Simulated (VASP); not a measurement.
Crystal: Pd.

```
Pd
1.0
    -1.55103    1.55103    1.55103
     1.55103   -1.55103    1.55103
     1.55103    1.55103   -1.55103
Pd
1
Direct
  0.00000 0.00000 0.00000
```

This isn't the form of Pd at room conditions, which is fcc.

Base run:

* Program: VASP 6.6.1
* Functional: r2SCAN
* Potentials or basis: VASP PAW PBE potentials, release 64 (Pd)
* Cutoff: 550 eV
* k mesh: 12 × 12 × 12
* Occupations: fermi-dirac, width 0.05 eV
* Spin: no spin polarisation

Its results: band gap on the k mesh zero (bands 5 and 6 overlap by 1.76 eV); pressure 1.9 GPa.

Question: The run is repeated on the same cell with these changes: functional from r2SCAN to PBE0; cutoff from 550 eV to 520 eV; k mesh from 12 × 12 × 12 to 6 × 6 × 6. What comes out?

Answer: Band gap on the k mesh zero (bands 5 and 6 overlap by 2.99 eV); pressure -0.3 GPa.

Several settings changed at once.

Caveats: some runs use coarse meshes; the PAW data sets were made with another functional, which shifts forces and pressure a little.
